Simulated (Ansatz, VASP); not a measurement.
# One calculation of Pt, two programs

INCAR

```
PREC = Accurate
ENCUT = 520
EDIFF = 1E-6
ISMEAR = 0
SIGMA = 0.15
LREAL = False
LASPH = True
NELM = 100
ALGO = Fast
ISIF = 2
LWAVE = False
LCHARG = False
GGA = CA
NBANDS = 11
```

Contents of KPOINTS:

```
Automatic mesh
0
Gamma
  20 20 20
```

Contents of POSCAR:

```
Pt
1.0
    0.0973383644      2.0538394893      2.0538394893
    2.0538394893      0.0973383644      2.0538394893
    2.0538394893      2.0538394893      0.0973383644
Pt
1
Direct
    0.0000000000      0.0000000000      0.0000000000
```

Input for Ansatz:

```yaml
crystal:
  lattice:
    - [0.0973383644, 2.0538394893, 2.0538394893]
    - [2.0538394893, 0.0973383644, 2.0538394893]
    - [2.0538394893, 2.0538394893, 0.0973383644]
  atoms:
    - { symbol: Pt, position: [0.0, 0.0, 0.0] }
basis:
  ecutwfc: 420
kpoints:
  mp_grid: { grid: [20, 20, 20] }
hamiltonian:
  xc: lda
  pseudopotentials: { kind: paw, azcp: { folder: soft_1 } }
scf:
  occupations: { method: gaussian, width: 0.15 }
output:
  forces: true
  stress: true
  eigenvalues: true
  write_density: true
  write_potential: true
  elf: true
  volumetric_format: npy
```

Change from the starting cell: equal engineering shear yz, xz and xy +0.0500, equal normal strain along x, y and z +0.0300.

Alike in both runs: task single point; functional LDA; k mesh 20 × 20 × 20; occupations gaussian, width 0.15 eV; no spin polarisation.

|  | VASP | Ansatz |
| --- | --- | --- |
| version | VASP 6.6.1 | Ansatz 0.2.0 |
| potentials or method | VASP PAW LDA potentials, release 64 (Pt), cutoff 520 eV | scalar-relativistic, plane waves, PAW |
| valence electrons in the cell | 10 | 18 |

```tsv
	VASP	Ansatz	Ansatz less VASP
gap on the k mesh at the Fermi level (eV)	none	none	-
pressure (GPa)	-19.2	-19.8	-0.57
traceless stress, the component that is largest in VASP (GPa)	-2.41	-2.27	+0.134
```

Ansatz warns that its potentials were made for another functional, while VASP's fit it. LDA's correlation is that of Perdew and Zunger in VASP and of Perdew and Wang (1992) in Ansatz. A gap of «none» marks a metal or a gap that the smearing closes. VASP's potentials hold 10 valence electrons a cell and Ansatz's 18, so a difference there can come from the potentials and not from the codes.

Spin-orbit coupling is off throughout.
